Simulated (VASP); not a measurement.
Write the native input for VASP 6.6.1 that does the following.

```yaml
Task: single point
Functional: PBE
Potentials_or_basis: VASP PAW PBE potentials, release 64 (Ga_d, N)
Cutoff: 520 eV
k_mesh: 1 × 1 × 18
Occupations: gaussian, width 0.05 eV
Spin: collinear spin, ferromagnetic start
Starting_moments: "[0.5, 0.5] μB"
Dipole_correction: no
Further_INCAR_settings: ALGO = Normal; EDIFF = 1e-06; NBANDS = 20
```

The structure of GaN lies in POSCAR:

```
GaN
1.0
    9.0000000000      0.0000000000      0.0000000000
    0.0000000000      9.3000000000      0.0000000000
    0.0000000000      0.0000000000      3.5451869580
Ga N
1 1
Direct
    0.5000000000      0.5000000000      0.0000000000
    0.5000000000      0.5000000000      0.5000000000
```

One way to write it, as run:

INCAR

```
SYSTEM = GaN
ALGO = Normal
EDIFF = 1E-6
ENCUT = 520
GGA = PE
GGA_COMPAT = .FALSE.
ISIF = 2
ISMEAR = 0
ISPIN = 2
LASPH = .TRUE.
LCHARG = .FALSE.
LORBIT = 11
LREAL = .FALSE.
LWAVE = .FALSE.
MAGMOM = 0.5 0.5
NBANDS = 20
NELM = 200
PREC = Accurate
SIGMA = 0.05
```

KPOINTS

```
k-points
0
G
  1 1 18
  0 0 0
```

Potentials or basis: VASP PAW PBE potentials, release 64 (Ga_d, N).

Launch:

```console
$ cat potpaw_PBE.64/Ga_d/POTCAR potpaw_PBE.64/N/POTCAR > POTCAR
$ mpirun -np 1 vasp_std > vasp.out
```

It gave:

| Item | Value |
| --- | --- |
| Band gap on the k mesh | 0.91 eV (least direct gap 2.43 eV) |
| Net moment | 0.00 μB per cell |
| Valence electrons inside the program's atomic spheres | Ga 11.71; N 3.65 |

Run time: 4.4 min on 1 thread of Intel Xeon 8259CL (shared host), peak memory 0.49 GiB.
